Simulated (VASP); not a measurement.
**Y: single point with LDA**

Crystal: Y.

```
CELL_PARAMETERS angstrom
-1.87555 1.87555 1.87555
1.87555 -1.87555 1.87555
1.87555 1.87555 -1.87555
ATOMIC_POSITIONS crystal
Y 0.00000 0.00000 0.00000
```

This isn't the form of Y at room conditions, which is hcp.

```yaml
Program: VASP 6.6.1
Task: single point
Functional: LDA
Potentials_or_basis: VASP PAW LDA potentials, release 64 (Y_sv)
Cutoff: 520 eV
k_mesh: 13 × 13 × 13
Occupations: fermi-dirac, width 0.1 eV
Spin: no spin polarisation
```

The pressure is 6.4 GPa. The band gap on the k mesh is zero (an odd number of electrons rules out a gap without spin polarisation).

Levels at points of the mesh, in eV from the Fermi level:
| k point | band 1 | band 2 | band 3 | band 4 | band 5 | band 6 | band 7 | band 8 | band 9 | band 10 |
| --- | --- | --- | --- | --- | --- | --- | --- | --- | --- | --- |
| (0.00, 0.00, 0.00) | -42.11 | -21.68 | -21.68 | -21.68 | -5.05 | 1.85 | 1.85 | 1.85 | 4.31 | 4.31 |

It took 10 s on 1 thread of Intel(R) Xeon(R) Platinum 8259CL CPU @ 2.50GHz (Skylake/Cascade Lake), with other jobs on the host, peak memory 0.16 GiB.

Caveat: the cell stands under pressure.
